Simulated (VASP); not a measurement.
# ZnO (zincite) (P6_3mc) in VASP: further runs

Aim: see how the results for ZnO (zincite) move with the level of theory and the settings. Levels: PBE exchange alone, RPBE+D3(BJ). Tasks: single point.

All numbers are computed with VASP 6.6.1; they aren't measurements. Logs are shortened: lines on timing, memory, paths and dates and some standing lists are left out, and cuts for length are marked.

**The experiment to reproduce.**

“Electronic structure of alkaline earth and post-transition metal oxides”, 2009, arxiv:0908.1581 quotes, for a bulk crystal of ZnO: band gap 3.37 eV.

How close the calculation comes is told below.

### Step 1. The cell of the first run

It takes space group P6_3mc (No. 186, hexagonal). The conventional cell has a = 3.205 Å, b = 3.205 Å, c = 5.135 Å, α = 90.00°, β = 90.00°, γ = 120.00°. Within 2.6 Å of Zn (site symmetry 3m) lie 4 O at 1.95 Å. O (site symmetry 3m) has 4 Zn at 1.95 Å within 2.6 Å.

### Step 2. Single point, PBE exchange alone

Contents of INCAR:

```
AGGAC    = 0.0          
ALDAC    = 0.0          
ALGO     = Normal         # electronic algorithm
EDIFF    = 1E-6           # SCF threshold, eV
ENCUT    = 520            # plane-wave cutoff, eV
GGA      = PE             # functional
ISIF     = 2              # what is computed and relaxed
ISMEAR   = -1             # smearing method
LASPH    = True           # aspherical terms in the spheres
LCHARG   = False          # write CHGCAR
LREAL    = False          # projectors in reciprocal space
LWAVE    = False          # write WAVECAR
NBANDS   = 26             # bands
NELM     = 80             # most SCF steps
PREC     = Accurate       # precision mode
SIGMA    = 0.05           # smearing width, eV
```

Contents of KPOINTS:

```
k-points
0
Gamma
  9 9 5
```

Contents of POSCAR:

```
ZnO
1.0
    3.2053930491      0.0000000000      0.0000000000
   -1.6026965246      2.7759518096      0.0000000000
    0.0000000000      0.0000000000      5.1353529565
Zn O
2 2
Direct
    0.6666666667      0.3333333333      0.0000000000
    0.3333333333      0.6666666667      0.5000000000
    0.3333333333      0.6666666667      0.8790100000
    0.6666666667      0.3333333333      0.3790100000
```

Potentials or basis: VASP PAW PBE potentials, release 64 (Zn, O).

Command:

```
$ cat potpaw_PBE.64/Zn/POTCAR potpaw_PBE.64/O/POTCAR > POTCAR
$ mpirun -np 1 vasp_std > vasp.out
```

OUTCAR:

```text
EDIFF = 1E-6
   ENCUT = 520
   GGA = PE
   ISIF = 2
   ISMEAR = -1
   LASPH = True
   LREAL = False
   NELM = 80
   PREC = Accurate

 ion  position               nearest neighbor table
   1  0.667  0.333  0.000-   4 1.95   3 1.95   3 1.95   3 1.95
   2  0.333  0.667  0.500-   3 1.95   4 1.95   4 1.95   4 1.95
   3  0.333  0.667  0.879-   2 1.95   1 1.95   1 1.95   1 1.95
   4  0.667  0.333  0.379-   1 1.95   2 1.95   2 1.95   2 1.95

  LATTYP: Found a hexagonal cell.
 ALAT       =     3.2053930491
 C/A-ratio  =     1.6020977390

  Lattice vectors:

 A1 = (   3.2053930491,   0.0000000000,   0.0000000000)
 A2 = (  -1.6026965246,   2.7759518096,   0.0000000000)
 A3 = (   0.0000000000,   0.0000000000,   5.1353529565)

Analysis of symmetry for initial positions (statically):
=====================================================================
 Subroutine PRICEL returns:
 Original cell was already a primitive cell.

 Routine SETGRP: Setting up the symmetry group for a
 hexagonal supercell.

 Subroutine GETGRP returns: Found 12 space group operations
 (whereof  6 operations were pure point group operations)
 out of a pool of 24 trial point group operations.

The static configuration has the point symmetry C_3v.
 The point group associated with its full space group is C_6v.

Analysis of symmetry for dynamics (positions and initial velocities):
=====================================================================
 Subroutine PRICEL returns:
 Original cell was already a primitive cell.

 Routine SETGRP: Setting up the symmetry group for a
 hexagonal supercell.

 Subroutine GETGRP returns: Found 12 space group operations
 (whereof  6 operations were pure point group operations)
 out of a pool of 24 trial point group operations.

The dynamic configuration has the point symmetry C_3v.
 The point group associated with its full space group is C_6v.

 Subroutine INISYM returns: Found 12 space group operations
 (whereof  6 operations are pure point group operations),
 and found     1 'primitive' translations

----------------------------------------------------------------------------------------

                                     Primitive cell

  volume of cell :      45.6945

  direct lattice vectors                    reciprocal lattice vectors
     3.205393049  0.000000000  0.000000000     0.311974221  0.180118401  0.000000000
    -1.602696525  2.775951810  0.000000000     0.000000000  0.360236801  0.000000000
     0.000000000  0.000000000  5.135352957     0.000000000  0.000000000  0.194728582

  length of vectors
     3.205393049  3.205393049  5.135352957     0.360236801  0.360236801  0.194728582

  position of ions in fractional coordinates (direct lattice)
     0.666666667  0.333333333  0.000000000
     0.333333333  0.666666667  0.500000000
     0.333333333  0.666666667  0.879010000
     0.666666667  0.333333333  0.379010000

  ion indices of the primitive-cell ions
   primitive index   ion index
                 1           1
                 2           2
                 3           3
                 4           4

----------------------------------------------------------------------------------------

 KPOINTS: k-points

Automatic generation of k-mesh.
 Grid dimensions read from file:
 generate k-points for:    9    9    5

 Generating k-lattice:

  Cartesian coordinates                     Fractional coordinates (reciprocal lattice)
     0.034663802  0.020013156  0.000000000     0.111111111 -0.000000000  0.000000000
     0.000000000  0.040026311  0.000000000     0.000000000  0.111111111  0.000000000
     0.000000000  0.000000000  0.038945716     0.000000000  0.000000000  0.200000000

  Length of vectors
     0.040026311  0.040026311  0.038945716

  Shift w.r.t. Gamma in fractional coordinates (k-lattice)
     0.000000000  0.000000000  0.000000000

 Subroutine IBZKPT returns following result:
 ===========================================

 Found     36 irreducible k-points:

 Following reciprocal coordinates:
            Coordinates               Weight
  0.000000  0.000000  0.000000      1.000000
  0.111111  0.000000  0.000000      6.000000
  0.222222  0.000000  0.000000      6.000000
  0.333333  0.000000  0.000000      6.000000
  0.444444  0.000000  0.000000      6.000000
  0.111111  0.111111  0.000000      6.000000
[... 16 lines left out ...]
  0.333333  0.222222  0.200000     24.000000
  0.333333  0.333333  0.200000      4.000000
 [... further k-points ...]
   k-points           NKPTS =     36   k-points in BZ     NKDIM =     36   number of bands    NBANDS=     26
   number of dos      NEDOS =    301   number of ions     NIONS =      4
   total plane-waves  NPLWV =  23040
   dimension x,y,z NGX =    24 NGY =   24 NGZ =   40
   dimension x,y,z NGXF=    48 NGYF=   48 NGZF=   80
   ions per type =               2   2
   NGX,Y,Z   is equivalent  to a cutoff of  12.45, 12.45, 12.95 a.u.
   NGXF,Y,Z  is equivalent  to a cutoff of  24.89, 24.89, 25.90 a.u.
 SYSTEM =  unknown system
   PREC   = accura    normal or accurate (medium, high low for compatibility)
   ISTART =      0    job   : 0-new  1-cont  2-samecut
   ICHARG =      2    charge: 1-file 2-atom 10-const
   ISPIN  =      1    spin polarized calculation?
   LNONCOLLINEAR =      F non collinear calculations
   LSORBIT =      F    spin-orbit coupling
   LASPH  =      T    aspherical Exc in radial PAW
   ENCUT  =  520.0 eV  38.22 Ry    6.18 a.u.   5.96  5.96  9.55*2*pi/ulx,y,z
   NELM   =     80;   NELMIN=  2; NELMDL= -5     # of ELM steps
   EDIFF  = 0.1E-05   stopping-criterion for ELM
   LREAL  =      F    real-space projection
   EDIFFG = 0.1E-04   stopping-criterion for IOM
   NSW    =      0    number of steps for IOM
   IBRION =     -1    ionic relax: 0-MD 1-quasi-New 2-CG
   NFREE  =      0    steps in history (QN), initial steepest desc. (CG)
   ISIF   =      2    stress and relaxation
   ISYM   =      2    0-nonsym 1-usesym 2-fastsym
   POTIM  = 0.5000    time-step for ionic-motion
   TEBEG  =    0.0;   TEEND  =   0.0 temperature during run
   PSTRESS=    0.0 pullay stress
   NELECT =      36.0000    total number of electrons
   NUPDOWN=      -1.0000    fix difference up-down
   EMIN   =  10.00;   EMAX   =-10.00  energy-range for DOS
   EFERMI =   0.00;   METHOD = LEGACY
   ISMEAR =    -1;   SIGMA  =   0.05  broadening in eV -4-tet -1-fermi 0-gaus
   EFERMI_NEDOS =   21; number of points for ismear=-14 and -15
   IALGO  =     38    algorithm
   IMIX   =      4    mixing-type and parameters
     AMIX     =   0.40;   BMIX     =  1.00
     AMIX_MAG =   1.60;   BMIX_MAG =  1.00
  volume/ion in A,a.u.               =      11.42        77.09
  Fermi-wavevector in a.u.,A,eV,Ry     =   1.512009  2.857283 31.105265  2.286172
  Thomas-Fermi vector in A             =   2.621991
   LORBIT       =      0    0 simple, 1 ext, 2 COOP (PROOUT), +10 PAW based schemes
   GGA     = PE    functional components
   LHFCALC =     F    Hartree Fock is set to
   AEXX    =    0.0000 exact exchange contribution
   IVDW    =     0    specifies the selected vdW correction
   LEPSILON=     F    determine dielectric tensor
   LRPA    =     F    only Hartree local field effects (RPA)
 non-spin polarized calculation
  energy-cutoff  :      520.00
  volume of cell :       45.69
 maximum number of plane-waves:      1254
 NGX is ok and might be reduce to    24
   NGX = 11   NGY = 11   NGZ = 19

 number of electron      36.0000007 magnetization

 Free energy of the ion-electron system (eV)
  ---------------------------------------------------
  ext. energy  EPLUGINS =         0.00000000
  ---------------------------------------------------
  free energy    TOTEN  =       -13.04653321 eV

  energy without entropy =      -13.04653257  energy(sigma->0) =      -13.04653289

 E-fermi :   3.6679     XC(G=0):  -9.4464

 val. band max:        3.1370774270   @ k =   0.0000   0.0000   0.0000
 cond. band min:       4.1228330072   @ k =   0.0000   0.0000   0.0000
 fundamental gap:      0.9857555803
 Fermi energy:         3.6678520329

 k-point     1 :       0.0000    0.0000    0.0000
  band No.  band energies     occupation
      1     -15.2409      2.00000
      2     -14.4487      2.00000
      3      -2.7665      2.00000
      4      -2.7458      2.00000
      5      -2.7458      2.00000
      6      -2.6991      2.00000
[... 18 lines left out ...]
     25      17.5425      0.00000
     26      17.5426      0.00000

 k-point     2 :       0.1111    0.0000    0.0000
  band No.  band energies     occupation
      1     -15.1683      2.00000
      2     -14.4170      2.00000
      3      -2.8353      2.00000
      4      -2.7045      2.00000
      5      -2.6646      2.00000
      6      -2.6531      2.00000
[... 18 lines left out ...]
     25      17.6759      0.00000
     26      17.6824      0.00000

 k-point     3 :       0.2222    0.0000    0.0000
  band No.  band energies     occupation
      1     -14.9746      2.00000
      2     -14.3416      2.00000
      3      -3.0018      2.00000
      4      -2.6497      2.00000
      5      -2.6077      2.00000
      6      -2.5096      2.00000
[... 18 lines left out ...]
     25      17.0077      0.00000
     26      17.6671      0.00000

 k-point     4 :       0.3333    0.0000    0.0000
  band No.  band energies     occupation
      1     -14.7273      2.00000
      2     -14.2719      2.00000
      3      -3.0989      2.00000
      4      -2.7179      2.00000
      5      -2.5195      2.00000
      6      -2.3266      2.00000
[... 18 lines left out ...]
     25      16.7764      0.00000
     26      17.5413      0.00000
[... 496 lines left out ...]
      1     -14.5709      2.00000
      2     -14.2833      2.00000
      3      -2.9540      2.00000
      4      -2.8547      2.00000
      5      -2.4397      2.00000
      6      -2.4203      2.00000
[... 18 lines left out ...]
     25      15.5507      0.00000
     26      18.8266      0.00000

 k-point    23 :       0.3333    0.2222    0.2000
  band No.  band energies     occupation
      1     -14.4156      2.00000
      2     -14.2738      2.00000
      3      -2.8700      2.00000
      4      -2.7021      2.00000
      5      -2.5002      2.00000
      6      -2.2776      2.00000
[... 18 lines left out ...]
     25      16.3763      0.00000
     26      17.8614      0.00000

 k-point    24 :       0.3333    0.3333    0.2000
  band No.  band energies     occupation
      1     -14.3166      2.00000
      2     -14.3166      2.00000
      3      -2.7624      2.00000
      4      -2.5575      2.00000
      5      -2.5575      2.00000
      6      -2.1824      2.00000
[... 18 lines left out ...]
     25      17.0810      0.00000
     26      18.0995      0.00000

 [... further k-points ...]
[... 5 lines left out ...]
  --------------------------------------------------------------------------------------
  -------------------------------------------------------------------------------------
  Total        8.2384178      8.2384178      8.9441362     -0.0000000     -0.0000000     -0.0000000
  in kB      288.8623118    288.8623118    313.6068020     -0.0000000     -0.0000000     -0.0000000
  external PRESSURE =     297.1104752 kB  Pullay stress =       0.0000000 kB

 VOLUME and BASIS-vectors are now :
 -----------------------------------------------------------------------------
  energy-cutoff  :      520.00
  volume of cell :       45.69
      direct lattice vectors                 reciprocal lattice vectors
     3.205393049  0.000000000  0.000000000     0.311974221  0.180118401  0.000000000
    -1.602696525  2.775951810  0.000000000     0.000000000  0.360236801  0.000000000
     0.000000000  0.000000000  5.135352957     0.000000000  0.000000000  0.194728582

 POSITION                                       TOTAL-FORCE (eV/Angst)
 -----------------------------------------------------------------------------------
      1.60270      0.92532      0.00000        -0.000000     -0.000000     -0.098036
     -0.00000      1.85063      2.56768         0.000000      0.000000     -0.098036
     -0.00000      1.85063      4.51403         0.000000     -0.000000      0.098036
      1.60270      0.92532      1.94635        -0.000000      0.000000      0.098036
 -----------------------------------------------------------------------------------
    total drift:                                0.000001      0.000001      0.000474

  FREE ENERGIE OF THE ION-ELECTRON SYSTEM (eV)
  ---------------------------------------------------
  free  energy   TOTEN  =       -13.0465332068 eV

  energy  without entropy=      -13.0465325728  energy(sigma->0) =      -13.04653289
```

Run time: 14 s. Hardware: 1 thread of Intel Xeon 6975P-C (Granite Rapids), shared host; peak memory 0.17 GiB.

Results:

```
Free energy            : -13.0465 eV
Pressure               : 29.7 GPa
Largest force          : 0.098 eV/Å
Band gap on the k mesh : 0.99 eV, direct
```

Forces in eV/Å, atoms in the order of the input:
```
Zn   0.000  0.000 -0.098
Zn   0.000  0.000 -0.098
O    0.000  0.000  0.098
O    0.000  0.000  0.098
```

(Part 1 of 2 ends here.)
